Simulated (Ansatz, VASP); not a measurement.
## Two plane-wave programs on Zr

File INCAR:

```
ALGO = Normal
EDIFF = 1E-6
ENCUT = 520
GGA = PE
ISIF = 2
ISMEAR = -1
LASPH = T
LCHARG = T
LELF = T
LREAL = F
LVHAR = T
LWAVE = F
NBANDS = 19
NELM = 80
PREC = Accurate
SIGMA = 0.05
```

KPOINTS

```
k-points
0
Gamma
  9 9 9
```

POSCAR

```
Zr
1.0
    0.0000000000      3.0812078526      3.0812078526
    3.0812078526      0.0000000000      3.0812078526
    3.0812078526      3.0812078526      0.0000000000
Zr
2
Direct
   -0.1925000000     -0.1025000000     -0.1025000000
    0.1925000000      0.1025000000      0.1025000000
```

Input for Ansatz:

```yaml
crystal:
  lattice:
    - [0.0, 3.0812078526, 3.0812078526]
    - [3.0812078526, 0.0, 3.0812078526]
    - [3.0812078526, 3.0812078526, 0.0]
  atoms:
    - { symbol: Zr, position: [-0.1925, -0.1025, -0.1025] }
    - { symbol: Zr, position: [0.1925, 0.1025, 0.1025] }
kpoints:
  mp_grid: { grid: [9, 9, 9] }
scf:
  occupations: { method: fermi_dirac, width: 0.05 }
hamiltonian:
  xc: pbe
  pseudopotentials: { kind: paw }
output:
  forces: true
  stress: true
  eigenvalues: true
  populations: true
  write_density: true
  write_potential: true
  elf: true
  volumetric_format: npy
```

Change from the starting cell: shortest bond scaled by 0.82, PAW files.

Alike in both runs: task single point; functional PBE; k mesh 9 × 9 × 9; occupations fermi-dirac, width 0.05 eV; no spin polarisation.

```csv
,VASP,Ansatz
version,VASP 6.6.1,Ansatz 0.2.0
potentials or method,"VASP PAW PBE potentials, release 64 (Zr_sv)","PAW with Ansatz's default frozen-core files, scalar-relativistic"
plane-wave cutoff (eV),520,420
valence electrons in the cell,24,24
```

|  | VASP | Ansatz | Ansatz less VASP |
| --- | --- | --- | --- |
| pressure (GPa) | 7.4 | 7.0 | -0.39 |
| traceless stress, the component that is largest in VASP (GPa) | -11.49 | -11.10 | +0.385 |
| rms of the force components (eV/Å) | 1.300 | 1.186 | -0.1146 |

Atom by atom the forces differ by 0.115 eV/Å (rms over components). The functional is the same, so the differences come from potentials, cutoffs and numerics.
